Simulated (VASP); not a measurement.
# N (P6_3/mmc) in VASP: notebook

The runs below take N through single point, with PBE0, r2SCAN0, PBE-based screened hybrid with 15 % exact exchange.

All numbers are computed with VASP 6.6.1; they aren't measurements. Logs are shortened: lines on timing, memory, paths and dates and some standing lists are left out, and cuts for length are marked.

**1. The cell of the first run**

It takes space group P6_3/mmc (No. 194, hexagonal). The conventional cell has a = 4.167 Å, b = 4.167 Å, c = 7.006 Å, α = 90.00°, β = 90.00°, γ = 120.00°. Within 1.5 Å of N (site symmetry 3m) lie 1 N at 1.11 Å.

**2. Single point, PBE0**

File POSCAR:

```
N
1.0
    4.1672328106      0.0000000000      0.0000000000
   -2.0836164053      3.6089294775      0.0000000000
    0.0000000000      0.0000000000      7.0060035100
N
4
Direct
    0.6666666667      0.3333333333      0.6710699600
    0.6666666667      0.3333333333      0.8289300400
    0.3333333333      0.6666666667      0.1710699600
    0.3333333333      0.6666666667      0.3289300400
```

File INCAR.step1:

```
PREC = Accurate
ENCUT = 520
EDIFF = 1E-5
ISMEAR = -1
SIGMA = 0.05
LREAL = False
LASPH = True
NELM = 60
ALGO = Normal
ISIF = 2
LWAVE = True
LCHARG = False
GGA = PE
NBANDS = 18
```

File INCAR.step2:

```
PREC = Accurate
ENCUT = 520
EDIFF = 1E-6
ISMEAR = -1
SIGMA = 0.05
LREAL = False
LASPH = True
NELM = 60
ALGO = Normal
ISIF = 2
LWAVE = False
LCHARG = False
GGA = PE
LHFCALC = True
AEXX = 0.25
PRECFOCK = Normal
ISTART = 1
NBANDS = 18
```

File KPOINTS:

```
Automatic mesh
0
Gamma
  4 4 2
```

Potentials or basis: VASP PAW PBE potentials, release 64 (N).

The run is started by

```console
$ cat potpaw_PBE.64/N/POTCAR > POTCAR
$ cp INCAR.step1 INCAR
$ mpirun -np 1 vasp_std > vasp.out
$ cp INCAR.step2 INCAR
$ mpirun -np 1 vasp_std > vasp.out
```

OUTCAR:

```text
PREC = Accurate
   ENCUT = 520
   EDIFF = 1E-6
   ISMEAR = -1
   LREAL = False
   LASPH = True
   NELM = 60
   ISIF = 2
   GGA = PE
   LHFCALC = True
   AEXX = 0.25
   PRECFOCK = Normal
   ISTART = 1

 ion  position               nearest neighbor table
   1  0.667  0.333  0.671-   2 1.11
   2  0.667  0.333  0.829-   1 1.11
   3  0.333  0.667  0.171-   4 1.11
   4  0.333  0.667  0.329-   3 1.11

  LATTYP: Found a hexagonal cell.
 ALAT       =     4.1672328106
 C/A-ratio  =     1.6812124084

  Lattice vectors:

 A1 = (   4.1672328106,   0.0000000000,   0.0000000000)
 A2 = (  -2.0836164053,   3.6089294775,   0.0000000000)
 A3 = (   0.0000000000,   0.0000000000,   7.0060035100)

Analysis of symmetry for initial positions (statically):
=====================================================================
 Subroutine PRICEL returns:
 Original cell was already a primitive cell.

 Routine SETGRP: Setting up the symmetry group for a
 hexagonal supercell.

 Subroutine GETGRP returns: Found 24 space group operations
 (whereof 12 operations were pure point group operations)
 out of a pool of 24 trial point group operations.

The static configuration has the point symmetry D_3d.
 The point group associated with its full space group is D_6h.

Analysis of symmetry for dynamics (positions and initial velocities):
=====================================================================
 Subroutine PRICEL returns:
 Original cell was already a primitive cell.

 Routine SETGRP: Setting up the symmetry group for a
 hexagonal supercell.

 Subroutine GETGRP returns: Found 24 space group operations
 (whereof 12 operations were pure point group operations)
 out of a pool of 24 trial point group operations.

The dynamic configuration has the point symmetry D_3d.
 The point group associated with its full space group is D_6h.

 Subroutine INISYM returns: Found 24 space group operations
 (whereof 12 operations are pure point group operations),
 and found     1 'primitive' translations

----------------------------------------------------------------------------------------

                                     Primitive cell

  volume of cell :     105.3650

  direct lattice vectors                    reciprocal lattice vectors
     4.167232811  0.000000000  0.000000000     0.239967395  0.138545240  0.000000000
    -2.083616405  3.608929477  0.000000000     0.000000000  0.277090480  0.000000000
     0.000000000  0.000000000  7.006003510     0.000000000  0.000000000  0.142734727

  length of vectors
     4.167232811  4.167232811  7.006003510     0.277090480  0.277090480  0.142734727

  position of ions in fractional coordinates (direct lattice)
     0.666666667  0.333333333  0.671069960
     0.666666667  0.333333333  0.828930040
     0.333333333  0.666666667  0.171069960
     0.333333333  0.666666667  0.328930040

  ion indices of the primitive-cell ions
   primitive index   ion index
                 1           1
                 2           2
                 3           3
                 4           4

----------------------------------------------------------------------------------------

 KPOINTS: Automatic mesh

Automatic generation of k-mesh.
 Grid dimensions read from file:
 generate k-points for:    4    4    2

 Generating k-lattice:

  Cartesian coordinates                     Fractional coordinates (reciprocal lattice)
     0.059991849  0.034636310  0.000000000     0.250000000  0.000000000  0.000000000
     0.000000000  0.069272620  0.000000000     0.000000000  0.250000000  0.000000000
     0.000000000  0.000000000  0.071367364     0.000000000  0.000000000  0.500000000

  Length of vectors
     0.069272620  0.069272620  0.071367364

  Shift w.r.t. Gamma in fractional coordinates (k-lattice)
     0.000000000  0.000000000  0.000000000

 Subroutine IBZKPT returns following result:
 ===========================================

 Found      8 irreducible k-points:

 Following reciprocal coordinates:
            Coordinates               Weight
  0.000000  0.000000  0.000000      1.000000
  0.250000  0.000000  0.000000      6.000000
  0.500000  0.000000  0.000000      3.000000
  0.250000  0.250000  0.000000      6.000000
  0.000000  0.000000  0.500000      1.000000
  0.250000  0.000000  0.500000      6.000000
  0.500000  0.000000  0.500000      3.000000
  0.250000  0.250000  0.500000      6.000000
   k-points           NKPTS =      8   k-points in BZ     NKDIM =     32   number of bands    NBANDS=     18
   number of dos      NEDOS =    301   number of ions     NIONS =      4
   total plane-waves  NPLWV =  55296
   dimension x,y,z NGX =    32 NGY =   32 NGZ =   54
   dimension x,y,z NGXF=    64 NGYF=   64 NGZF=  108
   ions per type =               4
   NGX,Y,Z   is equivalent  to a cutoff of  12.77, 12.77, 12.81 a.u.
   NGXF,Y,Z  is equivalent  to a cutoff of  25.53, 25.53, 25.63 a.u.
 SYSTEM =  unknown system
   PREC   = accura    normal or accurate (medium, high low for compatibility)
   ISTART =      1    job   : 0-new  1-cont  2-samecut
   ICHARG =      0    charge: 1-file 2-atom 10-const
   ISPIN  =      1    spin polarized calculation?
   LNONCOLLINEAR =      F non collinear calculations
   LSORBIT =      F    spin-orbit coupling
   LASPH  =      T    aspherical Exc in radial PAW
   ENCUT  =  520.0 eV  38.22 Ry    6.18 a.u.   7.75  7.75 13.03*2*pi/ulx,y,z
   NELM   =     60;   NELMIN=  2; NELMDL=  0     # of ELM steps
   EDIFF  = 0.1E-05   stopping-criterion for ELM
   LREAL  =      F    real-space projection
   EDIFFG = 0.1E-04   stopping-criterion for IOM
   NSW    =      0    number of steps for IOM
   IBRION =     -1    ionic relax: 0-MD 1-quasi-New 2-CG
   NFREE  =      0    steps in history (QN), initial steepest desc. (CG)
   ISIF   =      2    stress and relaxation
   ISYM   =      3    0-nonsym 1-usesym 2-fastsym
   POTIM  = 0.5000    time-step for ionic-motion
   TEBEG  =    0.0;   TEEND  =   0.0 temperature during run
   PSTRESS=    0.0 pullay stress
   NELECT =      20.0000    total number of electrons
   NUPDOWN=      -1.0000    fix difference up-down
   EMIN   =  10.00;   EMAX   =-10.00  energy-range for DOS
   EFERMI =   0.00;   METHOD = LEGACY
   ISMEAR =    -1;   SIGMA  =   0.05  broadening in eV -4-tet -1-fermi 0-gaus
   EFERMI_NEDOS =   21; number of points for ismear=-14 and -15
   IALGO  =     38    algorithm
   IMIX   =      1    mixing-type and parameters
     AMIX     =   0.40;   BMIX     =  1.00
     AMIX_MAG =   1.60;   BMIX_MAG =  1.00
  volume/ion in A,a.u.               =      26.34       177.76
  Fermi-wavevector in a.u.,A,eV,Ry     =   0.940848  1.777944 12.043801  0.885194
  Thomas-Fermi vector in A             =   2.068300
   LORBIT       =      0    0 simple, 1 ext, 2 COOP (PROOUT), +10 PAW based schemes
   GGA     = PE    functional components
   LHFCALC =     T    Hartree Fock is set to
   PRECFOCK=normal    Normal, Fast or Accurate (Low or Medium for compatibility)
   ENCUT4O =  -1.0   cutoff for four orbital integrals eV
   NKREDX  =     1    reduce k-point grid by
   NKREDY  =     1    reduce k-point grid by
   NKREDZ  =     1    reduce k-point grid by
   AEXX    =    0.2500 exact exchange contribution
   HFSCREEN=    0.0000 screening length (either q_TF or 0.3 A-1)
   HFSCREENC=   0.0000 screening length for correlation (either q_TF or 0.3 A-1)
   ENCUTFOCK=  -1.0 apply spherical cutoff to Coloumb kernel
   IVDW    =     0    specifies the selected vdW correction
   LEPSILON=     F    determine dielectric tensor
   LRPA    =     F    only Hartree local field effects (RPA)
 non-spin polarized calculation
  energy-cutoff  :      520.00
  volume of cell :      105.37
 maximum number of plane-waves:      2882
 NGX is ok and might be reduce to    32
  NGX = 24; NGY = 24; NGZ = 40

 number of electron      20.0000001 magnetization

 Free energy of the ion-electron system (eV)
  ---------------------------------------------------
  ext. energy  EPLUGINS =         0.00000000
  ---------------------------------------------------
  free energy    TOTEN  =       -43.37221622 eV

  energy without entropy =      -43.37221622  energy(sigma->0) =      -43.37221622

 E-fermi :  -7.5781     XC(G=0):  -4.5741

 val. band max:       -8.6794159864   @ k =   0.0000   0.0000   0.0000
 cond. band min:       1.5399154173   @ k =   0.2500   0.2500   0.0000
 fundamental gap:     10.2193314036
 Fermi energy:        -7.5780782455

 k-point     1 :       0.0000    0.0000    0.0000
  band No.  band energies     occupation
      1     -28.5461      2.00000
      2     -28.5191      2.00000
      3     -13.1155      2.00000
      4     -12.3513      2.00000
      5     -10.0808      2.00000
      6     -10.0808      2.00000
[... 10 lines left out ...]
     17       6.5283      0.00000
     18      10.5237      0.00000

 k-point     2 :       0.2500    0.0000    0.0000
  band No.  band energies     occupation
      1     -28.5352      2.00000
      2     -28.5151      2.00000
      3     -12.9918      2.00000
      4     -12.4224      2.00000
      5     -10.2742      2.00000
      6     -10.1930      2.00000
[... 10 lines left out ...]
     17       7.6473      0.00000
     18       8.1604      0.00000

 k-point     3 :       0.5000    0.0000    0.0000
  band No.  band energies     occupation
      1     -28.5225      2.00000
      2     -28.5137      2.00000
      3     -12.8037      2.00000
      4     -12.5568      2.00000
      5     -10.4233      2.00000
      6     -10.3153      2.00000
[... 10 lines left out ...]
     17       6.9278      0.00000
     18       7.9809      0.00000

 k-point     4 :       0.2500    0.2500    0.0000
  band No.  band energies     occupation
      1     -28.5226      2.00000
      2     -28.5137      2.00000
      3     -12.8067      2.00000
      4     -12.5535      2.00000
      5     -10.3648      2.00000
      6     -10.2914      2.00000
[... 10 lines left out ...]
     17       7.0799      0.00000
     18       8.3744      0.00000

 k-point     5 :       0.0000    0.0000    0.5000
  band No.  band energies     occupation
      1     -28.5326      2.00000
      2     -28.5326      2.00000
      3     -12.7894      2.00000
      4     -12.7894      2.00000
      5     -10.0283      2.00000
      6     -10.0283      2.00000
[... 10 lines left out ...]
     17       8.6462      0.00000
     18       8.6462      0.00000

 k-point     6 :       0.2500    0.0000    0.5000
  band No.  band energies     occupation
      1     -28.5253      2.00000
      2     -28.5253      2.00000
      3     -12.7446      2.00000
      4     -12.7446      2.00000
      5     -10.1728      2.00000
      6     -10.1728      2.00000
[... 10 lines left out ...]
     17       8.5398      0.00000
     18       8.5398      0.00000

 k-point     7 :       0.5000    0.0000    0.5000
  band No.  band energies     occupation
      1     -28.5181      2.00000
      2     -28.5181      2.00000
      3     -12.6989      2.00000
      4     -12.6989      2.00000
      5     -10.3021      2.00000
      6     -10.3021      2.00000
[... 10 lines left out ...]
     17       6.7492      0.00000
     18       6.7492      0.00000

 k-point     8 :       0.2500    0.2500    0.5000
  band No.  band energies     occupation
      1     -28.5181      2.00000
      2     -28.5181      2.00000
      3     -12.6986      2.00000
      4     -12.6986      2.00000
      5     -10.2539      2.00000
      6     -10.2539      2.00000
[... 10 lines left out ...]
     17       7.3043      0.00000
     18       7.3043      0.00000

------------------------ aborting loop because EDIFF is reached ----------------------------------------

  FORCE on cell =-STRESS in cart. coord.  units (eV):
  Direction    XX          YY          ZZ          XY          YZ          ZX
  --------------------------------------------------------------------------------------
  -------------------------------------------------------------------------------------
  Total       -0.0019087     -0.0019087     -1.2961187      0.0000000      0.0000000      0.0000000
  in kB       -0.0290230     -0.0290230    -19.7087398      0.0000000      0.0000000      0.0000000
  external PRESSURE =      -6.5889286 kB  Pullay stress =       0.0000000 kB

 VOLUME and BASIS-vectors are now :
 -----------------------------------------------------------------------------
  energy-cutoff  :      520.00
  volume of cell :      105.37
      direct lattice vectors                 reciprocal lattice vectors
     4.167232811  0.000000000  0.000000000     0.239967395  0.138545240  0.000000000
    -2.083616405  3.608929477  0.000000000     0.000000000  0.277090480  0.000000000
     0.000000000  0.000000000  7.006003510     0.000000000  0.000000000  0.142734727

 POSITION                                       TOTAL-FORCE (eV/Angst)
 -----------------------------------------------------------------------------------
      2.08362      1.20298      4.70152         0.000000     -0.000000      0.594918
      2.08362      1.20298      5.80749         0.000000     -0.000000     -0.594918
     -0.00000      2.40595      1.19852        -0.000000      0.000000      0.594918
     -0.00000      2.40595      2.30449        -0.000000      0.000000     -0.594918
 -----------------------------------------------------------------------------------
    total drift:                                0.000000     -0.000000     -0.000000

  FREE ENERGIE OF THE ION-ELECTRON SYSTEM (eV)
  ---------------------------------------------------
  free  energy   TOTEN  =       -43.3722162217 eV

  energy  without entropy=      -43.3722162217  energy(sigma->0) =      -43.37221622
```

It took 6.3 min on 1 thread of Intel Xeon Platinum 8259CL at 2.50GHz (Skylake/Cascade Lake), shared host; peak memory 0.23 GiB.

What came out:

| Item | Value |
| --- | --- |
| Free energy | -43.3722 eV |
| Pressure | -0.7 GPa |
| Largest force | 0.595 eV/Å |
| Band gap on the k mesh | 10.22 eV (least direct gap 10.44 eV) |

Forces on the atoms (eV/Å):
```
N    0.000  0.000  0.595
N    0.000  0.000 -0.595
N    0.000  0.000  0.595
N    0.000  0.000 -0.595
```

Stress tensor (GPa, compression positive):
```
 0.00  0.00  0.00
 0.00  0.00  0.00
 0.00  0.00 -1.97
```

Levels at points of the mesh, in eV from the valence-band top:
| k point | band 7 | band 8 | band 9 | band 10 | band 11 | band 12 | band 13 | band 14 |
| --- | --- | --- | --- | --- | --- | --- | --- | --- |
| (0.00, 0.00, 0.00) | -1.30 | -1.30 | -1.12 | 0.00 | 11.03 | 11.03 | 11.59 | 11.59 |
| (0.50, 0.00, 0.00) | -1.50 | -1.33 | -0.56 | -0.21 | 10.22 | 10.69 | 11.09 | 11.71 |
| (0.00, 0.00, 0.50) | -1.35 | -1.35 | -0.51 | -0.51 | 11.30 | 11.30 | 11.30 | 11.30 |
| (0.50, 0.00, 0.50) | -1.42 | -1.42 | -0.44 | -0.44 | 10.64 | 10.64 | 11.17 | 11.17 |

Caveat: the k points lie up to 0.45 Å⁻¹ apart; the standard files for N, O and F lose accuracy on very short bonds; this functional lacks dispersion, which holds the molecules together, so the pressure and a relaxed volume are unreliable; the PAW data sets were made with another functional, which shifts forces and pressure a little. A k mesh can miss the band edges.

**3. Single point, r2SCAN0**

POSCAR is that of step 2.

File INCAR.step1:

```
PREC     = Accurate       # precision mode
ENCUT    = 520            # plane-wave cutoff, eV
EDIFF    = 1E-5           # SCF threshold, eV
ISMEAR   = -1             # smearing method
SIGMA    = 0.05           # smearing width, eV
LREAL    = F              # projectors in reciprocal space
LASPH    = T              # aspherical terms in the spheres
NELM     = 80             # most SCF steps
ALGO     = Normal         # electronic algorithm
ISIF     = 2              # what is computed and relaxed
LWAVE    = T              # write WAVECAR
GGA      = PE             # functional
NBANDS   = 18             # bands
```

File INCAR.step2:

```
PREC     = Accurate       # precision mode
ENCUT    = 520            # plane-wave cutoff, eV
EDIFF    = 1E-7           # SCF threshold, eV
ISMEAR   = -1             # smearing method
SIGMA    = 0.05           # smearing width, eV
LREAL    = F              # projectors in reciprocal space
LASPH    = T              # aspherical terms in the spheres
NELM     = 80             # most SCF steps
ALGO     = Normal         # electronic algorithm
ISIF     = 2              # what is computed and relaxed
LWAVE    = F              # write WAVECAR
LCHARG   = T              # write CHGCAR
METAGGA  = R2SCAN         # meta-GGA
LHFCALC  = T              # exact exchange
AEXX     = 0.25           # exact-exchange fraction
LMIXTAU  = T            
PRECFOCK = Normal       
LELF     = T              # ELF
LVHAR    = T            
ISTART   = 1            
NBANDS   = 18             # bands
```

File KPOINTS:

```
regular mesh
0
Gamma
  4 4 2
```

Potentials or basis: VASP PAW PBE potentials, release 64 (N).

The run is started by

```console
$ cat potpaw_PBE.64/N/POTCAR > POTCAR
$ cp INCAR.step1 INCAR
$ mpirun -np 1 vasp_std > vasp.out
$ cp INCAR.step2 INCAR
$ mpirun -np 1 vasp_std > vasp.out
```

It took 10 min on 1 thread of Intel Xeon Platinum 8259CL at 2.50GHz (Skylake/Cascade Lake), shared host; peak memory 0.24 GiB.

It converged, with:

```
Free energy            : -45.7658 eV
Pressure               : -1.6 GPa
Largest force          : 1.225 eV/Å
Band gap on the k mesh : 10.67 eV (least direct gap 10.89 eV)
```

Forces on the atoms (eV/Å):
```
N    0.000  0.000  1.225
N    0.000  0.000 -1.225
N    0.000  0.000  1.225
N    0.000  0.000 -1.225
```

Stress tensor (GPa, compression positive):
```
-0.27  0.00  0.00
 0.00 -0.27  0.00
 0.00  0.00 -4.28
```

Levels at points of the mesh, in eV from the valence-band top:
| k point | band 7 | band 8 | band 9 | band 10 | band 11 | band 12 | band 13 | band 14 |
| --- | --- | --- | --- | --- | --- | --- | --- | --- |
| (0.00, 0.00, 0.00) | -1.21 | -1.21 | -1.11 | 0.00 | 11.50 | 11.50 | 12.06 | 12.06 |
| (0.50, 0.00, 0.00) | -1.42 | -1.24 | -0.55 | -0.21 | 10.68 | 11.15 | 11.56 | 12.19 |
| (0.00, 0.00, 0.50) | -1.26 | -1.26 | -0.51 | -0.51 | 11.77 | 11.77 | 11.77 | 11.77 |
| (0.50, 0.00, 0.50) | -1.33 | -1.33 | -0.44 | -0.44 | 11.11 | 11.11 | 11.64 | 11.64 |

Caveat: the k points lie up to 0.45 Å⁻¹ apart; the standard files for N, O and F lose accuracy on very short bonds; the PAW data sets were made with another functional, which shifts forces and pressure a little.

[end of part 1 of 2]
